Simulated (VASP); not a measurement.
# VC15O32 (a cell with a defect) in VASP: single point with PBE

Aim: the single point of VC15O32 (a cell with a defect) with PBE.

All numbers are computed with VASP 6.6.1; they aren't measurements. Logs are shortened: lines on timing, memory, paths and dates and some standing lists are left out, and cuts for length are marked.

### 1 The cell of the first run

The cell holds a defect, 48 atoms: a = 7.763 Å, b = 7.763 Å, c = 7.763 Å, α = 125.54°, β = 125.54°, γ = 80.64°.

### 2 Single point, PBE

Contents of INCAR:

```
SYSTEM = VC15O32
PREC     = Accurate       ! precision mode
ENCUT    = 520            ! plane-wave cutoff, eV
EDIFF    = 1E-7           ! SCF threshold, eV
ISMEAR   = -1             ! smearing method
SIGMA    = 0.01           ! smearing width, eV
LREAL    = Auto         
LASPH    = .TRUE.         ! aspherical terms in the spheres
NELM     = 100            ! most SCF steps
ALGO     = Fast           ! electronic algorithm
ISIF     = 2              ! what is computed and relaxed
LWAVE    = .FALSE.        ! write WAVECAR
LCHARG   = .FALSE.        ! write CHGCAR
GGA      = PE             ! functional
NBANDS   = 162            ! bands
NELECT   = 264.0
```

Contents of KPOINTS:

```
Automatic mesh
0
G
  4 4 4
  0 0 0
```

Contents of POSCAR:

```
VC15O32
1.0
   -3.5518000000      3.5518000000      5.9184000000
    3.5518000000     -3.5518000000      5.9184000000
    3.5518000000      3.5518000000     -5.9184000000
V C O
1 15 32
Direct
    0.0000000000      0.0000000000      0.0000000000
   -0.0053372724     -0.0004413323      0.4840637487
    0.0004413323      0.4845050811     -0.0048959400
    0.0035885812      0.5035885812      0.5000000000
    0.4894010211      0.0053372724      0.0048959400
    0.4964114188     -0.0035885812      0.5000000000
    0.5000000000      0.5000000000      0.0000000000
    0.5154949189      0.5105989789      0.5159362513
    0.3966147560      0.1451455030      0.2837540498
    0.3692316586      0.1260421003      0.7499842911
    0.3760578091      0.6192473675      0.2500157089
    0.3807526325      0.6307683414      0.7568104417
    0.8548544970      0.1386085468      0.2514692530
    0.8613914532      0.1128607062      0.7162459502
    0.8739578997      0.6239421909      0.2431895583
    0.8871392938      0.6033852440      0.7485307470
    0.2240329495      0.2029782450      0.2894375405
    0.1795227521      0.1656373789      0.7178354650
    0.1856834449      0.6471832518      0.2224232897
    0.1897612035      0.6674843104      0.7240126419
    0.6736798727      0.1741175339      0.2362243725
    0.6856232232      0.1583399739      0.7183623224
    0.6887972410      0.6620710753      0.2249444944
    0.7086125213      0.6709458940      0.7421423822
    0.3290541060      0.0711964882      0.0376666273
    0.3325156896      0.0565283315      0.5222768931
    0.3379289247      0.5628734190      0.0267261656
    0.3528167482      0.5752400379      0.5385001931
    0.7970217550      0.0864592955      0.0210547045
    0.8258824661      0.0621068385      0.4995623387
    0.8343626211      0.5521980861      0.0138853732
    0.8416600261      0.5600223484      0.5272832493
    0.4478019139      0.4616872871      0.2821645350
    0.4371265810      0.4638527466      0.7750555056
    0.4399776516      0.9672609008      0.2816376776
    0.4247599621      0.9632601552      0.7775767103
    0.9434716685      0.4657485616      0.2759873581
    0.9378931615      0.4374555002      0.7637756275
    0.9288035118      0.9664701391      0.2578576178
    0.9135407045      0.9345954090      0.7105624595
    0.0327390992      0.3143767768      0.4727167507
    0.0335298609      0.2913874787      0.9623333727
    0.0367398448      0.8143165551      0.4614998069
    0.0654045910      0.7759670505      0.9789452955
    0.5625444998      0.3263201273      0.5004376613
    0.5361472534      0.3112027590      0.9732738344
    0.5342514384      0.8102387965      0.4777231069
    0.5383127129      0.8204772479      0.9861146268
```

Potentials or basis: VASP PAW PBE potentials, release 64 (V_sv, C, O).

The run is started by

```
$ cat potpaw_PBE.64/V_sv/POTCAR potpaw_PBE.64/C/POTCAR potpaw_PBE.64/O/POTCAR > POTCAR
$ mpirun -np 1 vasp_std > vasp.out
```

OUTCAR:

```text
SYSTEM = VC15O32
   PREC = Accurate
   ENCUT = 520
   EDIFF = 1E-7
   ISMEAR = -1
   LREAL = Auto
   LASPH = .TRUE.
   NELM = 100
   ISIF = 2
   GGA = PE
   NELECT = 264.0

 ion  position               nearest neighbor table
   1  0.000  0.000  0.000-  29 1.67  44 1.67  17 1.67  40 1.67  16 2.44   9 2.44  13 2.44  14 2.44

   2  0.995  1.000  0.484-  43 1.35  18 1.37  30 1.37  39 1.37
   3  0.000  0.485  0.995-  19 1.35  31 1.37  38 1.37  42 1.37
   4  0.004  0.504  0.500-  20 1.35  37 1.35  32 1.36  41 1.36
   5  0.489  0.005  0.005-  36 1.35  48 1.37  21 1.37  25 1.37
   6  0.496  0.996  0.500-  26 1.35  47 1.35  22 1.36  35 1.36
   7  0.500  0.500  0.000-  27 1.36  23 1.36  34 1.36  46 1.36
   8  0.515  0.511  0.516-  28 1.35  33 1.37  45 1.37  24 1.37
   9  0.397  0.145  0.284-  45 1.34  17 1.36  35 1.36  25 1.38   1 2.44
  10  0.369  0.126  0.750-  18 1.36  46 1.36  26 1.36  36 1.36
  11  0.376  0.619  0.250-  33 1.36  27 1.36  47 1.36  19 1.36
  12  0.381  0.631  0.757-  48 1.36  34 1.36  20 1.36  28 1.36
  13  0.855  0.139  0.251-  21 1.34  29 1.36  41 1.36  39 1.38   1 2.44
  14  0.861  0.113  0.716-  30 1.34  40 1.36  22 1.36  42 1.38   1 2.44
  15  0.874  0.624  0.243-  31 1.36  23 1.36  37 1.36  43 1.36
  16  0.887  0.603  0.749-  38 1.34  44 1.36  32 1.36  24 1.38   1 2.44
  17  0.224  0.203  0.289-   9 1.36   1 1.67
[... 29 lines left out ...]
  47  0.534  0.810  0.478-   6 1.35  11 1.36
  48  0.538  0.820  0.986-  12 1.36   5 1.37

  LATTYP: Found a body centered tetragonal cell.
 ALAT       =     7.1036000000
 C/A-ratio  =     1.6663100400

  Lattice vectors:

 A1 = (  -3.5518000000,   3.5518000000,   5.9184000000)
 A2 = (   3.5518000000,  -3.5518000000,   5.9184000000)
 A3 = (   3.5518000000,   3.5518000000,  -5.9184000000)

Analysis of symmetry for initial positions (statically):
=====================================================================
 Subroutine PRICEL returns:
 Original cell was already a primitive cell.

 Routine SETGRP: Setting up the symmetry group for a
 body centered tetragonal supercell.

 Subroutine GETGRP returns: Found  4 space group operations
 (whereof  4 operations were pure point group operations)
 out of a pool of 16 trial point group operations.

The static configuration has the point symmetry S_4 .

Analysis of symmetry for dynamics (positions and initial velocities):
=====================================================================
 Subroutine PRICEL returns:
 Original cell was already a primitive cell.

 Routine SETGRP: Setting up the symmetry group for a
 body centered tetragonal supercell.

 Subroutine GETGRP returns: Found  4 space group operations
 (whereof  4 operations were pure point group operations)
 out of a pool of 16 trial point group operations.

The dynamic configuration has the point symmetry S_4 .

 Subroutine INISYM returns: Found  4 space group operations
 (whereof  4 operations are pure point group operations),
 and found     1 'primitive' translations

----------------------------------------------------------------------------------------

                                     Primitive cell

  volume of cell :     298.6492

  direct lattice vectors                    reciprocal lattice vectors
    -3.551800000  3.551800000  5.918400000     0.000000000  0.140773692  0.084482293
     3.551800000 -3.551800000  5.918400000     0.140773692  0.000000000  0.084482293
     3.551800000  3.551800000 -5.918400000     0.140773692  0.140773692  0.000000000

  length of vectors
     7.762604269  7.762604269  7.762604269     0.164178227  0.164178227  0.199084065

  position of ions in fractional coordinates (direct lattice)
     0.000000000  0.000000000  0.000000000
     0.994662728  0.999558668  0.484063749
     0.000441332  0.484505081  0.995104060
     0.003588581  0.503588581  0.500000000
     0.489401021  0.005337272  0.004895940
     0.496411419  0.996411419  0.500000000
[... 40 lines left out ...]
     0.534251438  0.810238797  0.477723107
     0.538312713  0.820477248  0.986114627

  ion indices of the primitive-cell ions
   primitive index   ion index
                 1           1
                 2           2
                 3           3
                 4           4
                 5           5
                 6           6
[... 40 lines left out ...]
                47          47
                48          48

----------------------------------------------------------------------------------------

 KPOINTS: Automatic mesh

Automatic generation of k-mesh.
 Grid dimensions read from file:
 generate k-points for:    4    4    4

 Generating k-lattice:

  Cartesian coordinates                     Fractional coordinates (reciprocal lattice)
     0.000000000  0.035193423  0.021120573     0.250000000  0.000000000 -0.000000000
     0.035193423  0.000000000  0.021120573     0.000000000  0.250000000 -0.000000000
     0.035193423  0.035193423  0.000000000     0.000000000  0.000000000  0.250000000

  Length of vectors
     0.041044557  0.041044557  0.049771016

  Shift w.r.t. Gamma in fractional coordinates (k-lattice)
     0.000000000  0.000000000  0.000000000

 Subroutine IBZKPT returns following result:
 ===========================================

 Found     14 irreducible k-points:

 Following reciprocal coordinates:
            Coordinates               Weight
  0.000000  0.000000  0.000000      1.000000
  0.250000  0.000000 -0.000000      8.000000
  0.500000  0.000000 -0.000000      4.000000
  0.250000  0.250000 -0.000000      8.000000
  0.500000  0.250000 -0.000000      8.000000
 -0.250000  0.500000 -0.000000      8.000000
 -0.250000  0.250000  0.000000      4.000000
  0.500000  0.500000 -0.000000      2.000000
  0.250000  0.250000  0.250000      2.000000
 -0.250000  0.250000  0.250000      4.000000
  0.500000  0.500000  0.250000      4.000000
 -0.250000  0.500000  0.250000      8.000000
 -0.250000 -0.250000  0.250000      2.000000
  0.500000  0.500000  0.500000      1.000000
   k-points           NKPTS =     14   k-points in BZ     NKDIM =     14   number of bands    NBANDS=    162
   number of dos      NEDOS =    301   number of ions     NIONS =     48
   total plane-waves  NPLWV = 216000
   dimension x,y,z NGX =    60 NGY =   60 NGZ =   60
   dimension x,y,z NGXF=   120 NGYF=  120 NGZF=  120
   ions per type =               1  15  32
   NGX,Y,Z   is equivalent  to a cutoff of  12.85, 12.85, 12.85 a.u.
   NGXF,Y,Z  is equivalent  to a cutoff of  25.70, 25.70, 25.70 a.u.
 SYSTEM =  VC15O32
   PREC   = accura    normal or accurate (medium, high low for compatibility)
   ISTART =      0    job   : 0-new  1-cont  2-samecut
   ICHARG =      2    charge: 1-file 2-atom 10-const
   ISPIN  =      1    spin polarized calculation?
   LNONCOLLINEAR =      F non collinear calculations
   LSORBIT =      F    spin-orbit coupling
   LASPH  =      T    aspherical Exc in radial PAW
   ENCUT  =  520.0 eV  38.22 Ry    6.18 a.u.  14.43 14.43 14.43*2*pi/ulx,y,z
   NELM   =    100;   NELMIN=  2; NELMDL= -5     # of ELM steps
   EDIFF  = 0.1E-06   stopping-criterion for ELM
   LREAL  =      T    real-space projection
   EDIFFG = 0.1E-05   stopping-criterion for IOM
   NSW    =      0    number of steps for IOM
   IBRION =     -1    ionic relax: 0-MD 1-quasi-New 2-CG
   NFREE  =      0    steps in history (QN), initial steepest desc. (CG)
   ISIF   =      2    stress and relaxation
   ISYM   =      2    0-nonsym 1-usesym 2-fastsym
   POTIM  = 0.5000    time-step for ionic-motion
   TEBEG  =    0.0;   TEEND  =   0.0 temperature during run
   PSTRESS=    0.0 pullay stress
   NELECT =     264.0000    total number of electrons
   NUPDOWN=      -1.0000    fix difference up-down
   EMIN   =  10.00;   EMAX   =-10.00  energy-range for DOS
   EFERMI =   0.00;   METHOD = LEGACY
   ISMEAR =    -1;   SIGMA  =   0.01  broadening in eV -4-tet -1-fermi 0-gaus
   EFERMI_NEDOS =   21; number of points for ismear=-14 and -15
   IALGO  =     68    algorithm
   IMIX   =      4    mixing-type and parameters
     AMIX     =   0.40;   BMIX     =  1.00
     AMIX_MAG =   1.60;   BMIX_MAG =  1.00
  volume/ion in A,a.u.               =       6.22        41.99
  Fermi-wavevector in a.u.,A,eV,Ry     =   1.571167  2.969075 33.586879  2.468566
  Thomas-Fermi vector in A             =   2.672791
   LORBIT       =      0    0 simple, 1 ext, 2 COOP (PROOUT), +10 PAW based schemes
   GGA     = PE    functional components
   LHFCALC =     F    Hartree Fock is set to
   AEXX    =    0.0000 exact exchange contribution
   IVDW    =     0    specifies the selected vdW correction
   LEPSILON=     F    determine dielectric tensor
   LRPA    =     F    only Hartree local field effects (RPA)
 non-spin polarized calculation
 RMM-DIIS sequential band-by-band and
  energy-cutoff  :      520.00
  volume of cell :      298.65
 maximum number of plane-waves:      8072
 NGX is ok and might be reduce to    60
   NGX = 29   NGY = 29   NGZ = 29

 number of electron     263.9999993 magnetization

 Free energy of the ion-electron system (eV)
  ---------------------------------------------------
  ext. energy  EPLUGINS =         0.00000000
  ---------------------------------------------------
  free energy    TOTEN  =      -342.67650583 eV

  energy without entropy =     -342.67650583  energy(sigma->0) =     -342.67650583

 E-fermi :   5.8251     XC(G=0): -12.6561

 val. band max:        5.4807249898   @ k =   0.5000   0.5000   0.5000
 cond. band min:       7.9302156950   @ k =   0.5000   0.5000  -0.0000
 fundamental gap:      2.4494907052
 Fermi energy:         5.8250725276

 k-point     1 :       0.0000    0.0000    0.0000
  band No.  band energies     occupation
      1     -58.8895      2.00000
      2     -33.0555      2.00000
      3     -33.0555      2.00000
      4     -32.8619      2.00000
      5     -20.2904      2.00000
      6     -19.0777      2.00000
[... 2047 lines left out ...]
    143      15.0332      0.00000
    144      15.0334      0.00000
 [bands above 144 left out]

------------------------ aborting loop because EDIFF is reached ----------------------------------------

  FORCE on cell =-STRESS in cart. coord.  units (eV):
  Direction    XX          YY          ZZ          XY          YZ          ZX
  --------------------------------------------------------------------------------------
  -------------------------------------------------------------------------------------
  Total      100.2522171    100.2522171    103.7925144     -0.0000019      0.0000000      0.0000000
  in kB      537.8278130    537.8278130    556.8206130     -0.0000100      0.0000000      0.0000000
  external PRESSURE =     544.1587463 kB  Pullay stress =       0.0000000 kB

 VOLUME and BASIS-vectors are now :
 -----------------------------------------------------------------------------
  energy-cutoff  :      520.00
  volume of cell :      298.65
      direct lattice vectors                 reciprocal lattice vectors
    -3.551800000  3.551800000  5.918400000     0.000000000  0.140773692  0.084482293
     3.551800000 -3.551800000  5.918400000     0.140773692  0.000000000  0.084482293
     3.551800000  3.551800000 -5.918400000     0.140773692  0.140773692  0.000000000

 POSITION                                       TOTAL-FORCE (eV/Angst)
 -----------------------------------------------------------------------------------
      0.00000      0.00000      0.00000        -0.000000      0.000000      0.000000
      1.73669      1.70191      8.93772        -0.003473      0.007976      0.003853
      5.25371      1.81511     -3.01932         0.007976      0.003473     -0.003853
      3.55180      0.00000      0.04248        -0.000000      0.000000      0.028792
     -1.70191      1.73669      2.89908        -0.007976     -0.003473     -0.003853
      3.55180      0.00000      5.87592        -0.000000      0.000000     -0.028792
[... 40 lines left out ...]
      2.67703      0.71653      5.12987         0.001997      0.117230     -0.005312
      4.50467      2.50029      2.20564         0.004538      0.125489      0.007054
 -----------------------------------------------------------------------------------
    total drift:                               -0.000019     -0.000024     -0.000023

  FREE ENERGIE OF THE ION-ELECTRON SYSTEM (eV)
  ---------------------------------------------------
  free  energy   TOTEN  =      -342.6765058261 eV

  energy  without entropy=     -342.6765058261  energy(sigma->0) =     -342.67650583
```

It took 19 min on 1 thread of Intel Xeon 6975P-C (Granite Rapids), shared host; peak memory 0.75 GiB.

What came out:

```
Free energy   : -342.6765 eV
Largest force : 0.196 eV/Å
```

Forces on the atoms (eV/Å):
```
V    0.000  0.000  0.000
C   -0.003  0.008  0.004
C    0.008  0.003 -0.004
C    0.000  0.000  0.029
C   -0.008 -0.003 -0.004
C    0.000  0.000 -0.029
C    0.000  0.000  0.000
C    0.003 -0.008  0.004
C   -0.046  0.016  0.020
C   -0.006  0.006  0.005
C    0.006 -0.006  0.005
C   -0.006 -0.006 -0.005
C    0.016  0.046 -0.020
C    0.046 -0.016  0.020
C    0.006  0.006 -0.005
C   -0.016 -0.046 -0.020
O    0.194 -0.002 -0.022
O    0.125 -0.005 -0.007
O    0.111  0.008 -0.004
O    0.117 -0.002  0.005
O    0.143 -0.021 -0.037
O    0.130  0.009  0.014
O    0.118  0.002 -0.003
O    0.129  0.009  0.025
O    0.009 -0.129 -0.025
O   -0.002 -0.117 -0.005
O    0.002 -0.118  0.003
O    0.008 -0.111  0.004
O   -0.002 -0.194  0.022
O   -0.021 -0.143  0.037
O   -0.005 -0.125  0.007
O    0.009 -0.130 -0.014
O   -0.125  0.005 -0.007
O   -0.118 -0.002 -0.003
O   -0.130 -0.009  0.014
O   -0.111 -0.008 -0.004
O   -0.117  0.002  0.005
O   -0.143  0.021 -0.037
O   -0.129 -0.009  0.025
O   -0.194  0.002 -0.022
O   -0.009  0.130 -0.014
O   -0.009  0.129 -0.025
O   -0.008  0.111  0.004
O    0.002  0.194  0.022
O    0.021  0.143  0.037
O   -0.002  0.118  0.003
O    0.002  0.117 -0.005
O    0.005  0.125  0.007
```

Caveat: the cell carries a net charge on a neutralising background, which shifts energy and pressure; the cell is charged against a uniform background, so pressure and absolute levels hang on convention.
